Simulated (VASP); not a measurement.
# AlGa2N3 (I-4m2) in VASP: notebook, part 2 of 2

VASP 6.6.1. Earlier steps stand in the parts before.

### Step 7. Relaxation of shape and atoms at fixed volume, PBE (10.70 Å³/atom)

This run uses another cell than the first one, of 10.70 Å³/atom.

Input file INCAR:

```
SYSTEM = AlGa2N3
  PREC = Accurate
  ENCUT = 600
  EDIFF = 1E-6
  ISMEAR = 0
  SIGMA = 0.02
  LREAL = .FALSE.
  LASPH = .TRUE.
  NELM = 100
  ALGO = Normal
  ISIF = 4
  LWAVE = .FALSE.
  LCHARG = .FALSE.
  GGA = PE
  IBRION = 2
  NSW = 50
  EDIFFG = -0.01
```

Input file KPOINTS:

```
Automatic mesh
0
G
  12 12 12
  0 0 0
```

Input file POSCAR:

```
AlGa2N3
1.0
   -1.5598144547      1.5598144547      6.5983074742
    1.5598144547     -1.5598144547      6.5983074742
    1.5598144547      1.5598144547     -6.5983074742
Al Ga N
1 2 3
Direct
    0.5000000000      0.5000000000      0.0000000000
    0.8353920000      0.8353920000      0.0000000000
    0.1646080000      0.1646080000      0.0000000000
    0.4215160000      0.9215160000      0.5000000000
    0.0784840000      0.5784840000      0.5000000000
    0.7500000000      0.2500000000      0.5000000000
```

Potentials or basis: VASP PAW PBE potentials, release 64 (Al, Ga_d, N).

The run is started by

```console
$ cat potpaw_PBE.64/Al/POTCAR potpaw_PBE.64/Ga_d/POTCAR potpaw_PBE.64/N/POTCAR > POTCAR
$ mpirun -np 1 vasp_std > vasp.out
```

OUTCAR:

```text
SYSTEM = AlGa2N3
   PREC = Accurate
   ENCUT = 600
   EDIFF = 1E-6
   ISMEAR = 0
   LREAL = .FALSE.
   LASPH = .TRUE.
   NELM = 100
   ISIF = 4
   GGA = PE
   IBRION = 2
   NSW = 50
   EDIFFG = -0.01

 ion  position               nearest neighbor table
   1  0.500  0.500  0.000-   5 1.87   4 1.87   5 1.87   4 1.87   3 3.10   2 3.10   3 3.10   2 3.10
                             3 3.10   3 3.10   2 3.10   2 3.10
   2  0.835  0.835  0.000-   6 1.92   6 1.92   4 1.93   4 1.93   1 3.10   1 3.10   1 3.10   1 3.10

   3  0.165  0.165  0.000-   6 1.92   6 1.92   5 1.93   5 1.93   1 3.10   1 3.10   1 3.10   1 3.10

   4  0.422  0.922  0.500-   1 1.87   1 1.87   2 1.93   2 1.93
   5  0.078  0.578  0.500-   1 1.87   1 1.87   3 1.93   3 1.93
   6  0.750  0.250  0.500-   2 1.92   3 1.92   2 1.92   3 1.92

  LATTYP: Found a body centered tetragonal cell.
 ALAT       =     3.1196289094
 C/A-ratio  =     4.2301874138

  Lattice vectors:

 A1 = (  -1.5598144547,   1.5598144547,   6.5983074742)
 A2 = (   1.5598144547,  -1.5598144547,   6.5983074742)
 A3 = (   1.5598144547,   1.5598144547,  -6.5983074742)

Analysis of symmetry for initial positions (statically):
=====================================================================
 Subroutine PRICEL returns:
 Original cell was already a primitive cell.

 Routine SETGRP: Setting up the symmetry group for a
 body centered tetragonal supercell.

 Subroutine GETGRP returns: Found  8 space group operations
 (whereof  8 operations were pure point group operations)
 out of a pool of 16 trial point group operations.

The static configuration has the point symmetry D_2d.

Analysis of symmetry for dynamics (positions and initial velocities):
=====================================================================
 Subroutine PRICEL returns:
 Original cell was already a primitive cell.

 Routine SETGRP: Setting up the symmetry group for a
 body centered tetragonal supercell.

 Subroutine GETGRP returns: Found  8 space group operations
 (whereof  8 operations were pure point group operations)
 out of a pool of 16 trial point group operations.

The dynamic configuration has the point symmetry D_2d.

 Subroutine INISYM returns: Found  8 space group operations
 (whereof  8 operations are pure point group operations),
 and found     1 'primitive' translations

----------------------------------------------------------------------------------------

                                     Primitive cell

  volume of cell :      64.2153

  direct lattice vectors                    reciprocal lattice vectors
    -1.559814455  1.559814455  6.598307474     0.000000000  0.320550947  0.075777008
     1.559814455 -1.559814455  6.598307474     0.320550947  0.000000000  0.075777008
     1.559814455  1.559814455 -6.598307474     0.320550947  0.320550947  0.000000000
[... 132 lines left out ...]

 number of electron      44.0000001 magnetization

 Free energy of the ion-electron system (eV)
  ---------------------------------------------------
  ext. energy  EPLUGINS =         0.00000000
  ---------------------------------------------------
  free energy    TOTEN  =       -38.98920944 eV

  energy without entropy =      -38.98920944  energy(sigma->0) =      -38.98920944

------------------------ aborting loop because EDIFF is reached ----------------------------------------

  FORCE on cell =-STRESS in cart. coord.  units (eV):
  Direction    XX          YY          ZZ          XY          YZ          ZX
  --------------------------------------------------------------------------------------
  -------------------------------------------------------------------------------------
  Total        4.9863003      4.9863003      4.9403475      0.0000000      0.0000000      0.0000000
  in kB      124.4086544    124.4086544    123.2621281      0.0000000      0.0000000      0.0000000
  external PRESSURE =     124.0264790 kB  Pullay stress =       0.0000000 kB

 VOLUME and BASIS-vectors are now :
 -----------------------------------------------------------------------------
  energy-cutoff  :      600.00
  volume of cell :       64.22
      direct lattice vectors                 reciprocal lattice vectors
    -1.559814455  1.559814455  6.598307474     0.000000000  0.320550947  0.075777008
     1.559814455 -1.559814455  6.598307474     0.320550947  0.000000000  0.075777008
     1.559814455  1.559814455 -6.598307474     0.320550947  0.320550947  0.000000000

 POSITION                                       TOTAL-FORCE (eV/Angst)
 -----------------------------------------------------------------------------------
      0.00000      0.00000      6.59831        -0.000000     -0.000000      0.000000
      0.00000      0.00000     11.02435        -0.000000     -0.000000      0.017443
      0.00000      0.00000      2.17227        -0.000000     -0.000000     -0.017443
      1.55981      0.00000      5.56258         0.000000      0.000000      0.016601
      1.55981      0.00000      1.03572        -0.000000     -0.000000     -0.016601
     -0.00000      1.55981      3.29915        -0.000000     -0.000000      0.000000
 -----------------------------------------------------------------------------------
    total drift:                                0.000001     -0.000001      0.000000

  FREE ENERGIE OF THE ION-ELECTRON SYSTEM (eV)
  ---------------------------------------------------
  free  energy   TOTEN  =       -38.9892094391 eV

  energy  without entropy=      -38.9892094391  energy(sigma->0) =      -38.98920944

--------------------------------------- Ionic step        2  -------------------------------------------

 number of electron      44.0000000 magnetization

 Free energy of the ion-electron system (eV)
  ---------------------------------------------------
  ext. energy  EPLUGINS =         0.00000000
  ---------------------------------------------------
  free energy    TOTEN  =       -38.98925386 eV

  energy without entropy =      -38.98925386  energy(sigma->0) =      -38.98925386

 E-fermi :   6.0089     XC(G=0): -11.6266

 val. band max:        5.9189826814   @ k =   0.0000   0.0000   0.0000
 cond. band min:       8.5986875370   @ k =   0.0000   0.0000   0.0000
 fundamental gap:      2.6797048556
 Fermi energy:         6.0089001354

 k-point     1 :       0.0000    0.0000    0.0000
  band No.  band energies     occupation
      1     -10.0396      2.00000
      2      -9.0194      2.00000
      3      -8.5044      2.00000
      4      -7.2666      2.00000
      5      -7.2666      2.00000
      6      -7.2279      2.00000
[... 685 lines left out ...]
     25      12.8083      0.00000
     26      13.6123      0.00000

 [... further k-points ...]

------------------------ aborting loop because EDIFF is reached ----------------------------------------

  FORCE on cell =-STRESS in cart. coord.  units (eV):
  Direction    XX          YY          ZZ          XY          YZ          ZX
  --------------------------------------------------------------------------------------
  -------------------------------------------------------------------------------------
  Total        4.9819400      4.9819400      4.9393758      0.0000000     -0.0000000      0.0000000
  in kB      124.2998639    124.2998639    123.2378826      0.0000000     -0.0000000      0.0000000
  external PRESSURE =     123.9458701 kB  Pullay stress =       0.0000000 kB

 VOLUME and BASIS-vectors are now :
 -----------------------------------------------------------------------------
  energy-cutoff  :      600.00
  volume of cell :       64.22
      direct lattice vectors                 reciprocal lattice vectors
    -1.560006585  1.560006585  6.596682276     0.000000000  0.320511467  0.075795677
     1.560006585 -1.560006585  6.596682276     0.320511467  0.000000000  0.075795677
     1.560006585  1.560006585 -6.596682276     0.320511467  0.320511467  0.000000000

 POSITION                                       TOTAL-FORCE (eV/Angst)
 -----------------------------------------------------------------------------------
      1.56001      1.56001      0.00000         0.000000     -0.000000     -0.000000
      1.56001      1.56001      4.42579        -0.000000      0.000000      0.001849
      1.56001      1.56001     -4.42579        -0.000000      0.000000     -0.001849
      1.56001      0.00000      5.56201         0.000000     -0.000000      0.005796
      1.56001      0.00000      1.03467        -0.000000     -0.000000     -0.005796
     -0.00000      1.56001      3.29834         0.000000     -0.000000     -0.000000
 -----------------------------------------------------------------------------------
    total drift:                                0.000001     -0.000001      0.000000

  FREE ENERGIE OF THE ION-ELECTRON SYSTEM (eV)
  ---------------------------------------------------
  free  energy   TOTEN  =       -38.9892538640 eV

  energy  without entropy=      -38.9892538640  energy(sigma->0) =      -38.98925386

 reached required accuracy - stopping structural energy minimisation
```

Wall time 22 min (1 thread of Oxide Virtual Turin-like, shared host); peak memory 0.62 GiB.

Results:

- Free energy: -38.9893 eV
- Energy gained by relaxing: 0.0 meV/atom
- Ionic steps: 2
- Pressure after relaxing: 12.4 GPa
- Largest force after relaxing: 0.006 eV/Å
- Band gap on the k mesh: 2.68 eV

Forces on the atoms (eV/Å):
```
Al   0.000  0.000  0.000
Ga   0.000  0.000  0.002
Ga   0.000  0.000 -0.002
N    0.000  0.000  0.006
N    0.000  0.000 -0.006
N    0.000  0.000  0.000
```

Final structure:
```
Al Ga N
1.0
    -1.56001    1.56001    6.59668
     1.56001   -1.56001    6.59668
     1.56001    1.56001   -6.59668
Al Ga N
1 2 3
Direct
  0.50000 0.50000 0.00000
  0.83546 0.83546 0.00000
  0.16454 0.16454 0.00000
  0.42158 0.92158 0.50000
  0.07842 0.57842 0.50000
  0.75000 0.25000 0.50000
```

Levels at points of the mesh, in eV from the valence-band top:
```csv
k point,band 20,band 21,band 22,band 23,band 24,band 25
"(0.00, 0.00, 0.00)",-0.14,0.00,0.00,2.68,4.59,4.59
"(0.50, 0.00, 0.00)",-0.86,-0.83,-0.73,5.51,6.52,7.64
"(0.50, 0.50, 0.00)",-3.21,-2.52,-2.50,3.31,5.27,5.47
"(0.50, 0.50, 0.50)",-1.00,-0.52,-0.52,3.37,4.57,4.82
```

A k mesh can miss the band edges.

### Step 8. The runs side by side

| task | cell | k mesh | cutoff (eV) | smearing | gap on the mesh (eV) | pressure (GPa) | largest force (eV/Å) |
| --- | --- | --- | --- | --- | --- | --- | --- |
| single point | a = 7.102 Å, angles 154.1, 154.1, 37.0°, 6 atoms, atomic positions A | 8 × 8 × 8 | 520 | gaussian 0.1 eV | 2.25 | 0.0 | 0.02 |
| single point | a = 3.185, b = 6.369, c = 7.102 Å, angles 103.0, 103.0, 90.0°, 12 atoms, atomic positions B | 4 × 2 × 4 | 520 | gaussian 0.1 eV | 2.24 | -0.1 | 0.04 |
| single point | a = 3.189, b = 6.379, c = 7.083 Å, angles 103.0, 103.0, 90.0°, 12 atoms, atomic positions B | 4 × 2 × 4 | 520 | gaussian 0.1 eV | 2.25 | 0.0 | 0.02 |
| single point | a = 6.795 Å, angles 154.0, 154.0, 37.1°, 6 atoms, atomic positions A | 12 × 12 × 12 | 520 | gaussian 0.02 eV | 3.15 | 29.8 | - |
| relaxation of shape and atoms at fixed volume | relaxed from a = 6.880 Å, angles 154.1, 154.1, 37.0°, 6 atoms, atomic positions A | 12 × 12 × 12 | 600 | gaussian 0.02 eV | 2.91 | 20.3 | 0.01 |
| relaxation of shape and atoms at fixed volume | relaxed from a = 6.957 Å, angles 154.1, 154.1, 37.0°, 6 atoms, atomic positions A | 12 × 12 × 12 | 600 | gaussian 0.02 eV | 2.68 | 12.4 | 0.01 |

Alike in all rows: level PBE; potentials or basis VASP PAW PBE potentials, release 64 (Al, Ga_d, N); no spin polarisation.

Caveats: some runs use coarse meshes; the cell stands under pressure (at least some runs).

Absolute energies hang on the potentials; compare differences alone.
